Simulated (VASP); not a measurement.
In:

```xyz
1
Lattice="-1.8825 1.8825 1.8825 1.8825 -1.8825 1.8825 1.8825 1.8825 -1.8825" Properties=species:S:1:pos:R:3 pbc="T T T"
In    0.0000    0.0000    0.0000
```

| Property | Result |
| --- | --- |
| Program | VASP 6.6.1 |
| Task | relaxation of cell and atoms |
| Functional | BLYP |
| Dispersion | D4 |
| Potentials or basis | VASP PAW PBE potentials, release 64 (In_d) |
| Cutoff | 600 eV |
| k mesh | 10 × 10 × 10 |
| Occupations | fermi-dirac, width 0.05 eV |
| Spin | no spin polarisation |

At the start: pressure 2.4 GPa; volume 26.69 Å³/atom.

Where does the relaxation end?

Over 4 steps the energy falls by 7.4 meV/atom and the volume is 28.01 Å³/atom (+5.0 %); space group Im-3m (No. 229, to 0.05 Å).

The path:
```csv
step,energy change (eV),largest force (eV/Å),pressure (GPa),volume (Å³)
1,0.0000,0.0000,2.36,26.69
2,-0.0073,0.0000,-0.31,28.23
3,-0.0074,0.0000,0.16,27.90
4,-0.0074,0.0000,-0.03,28.01
```

Final structure:
```
In
1.0
    -1.91315    1.91315    1.91315
     1.91315   -1.91315    1.91315
     1.91315    1.91315   -1.91315
In
1
Direct
  0.00000 0.00000 0.00000
```

Caveat: the PAW data sets were made with another functional, which shifts forces and pressure a little; pairwise dispersion overbinds metals, which lowers pressure and volume.
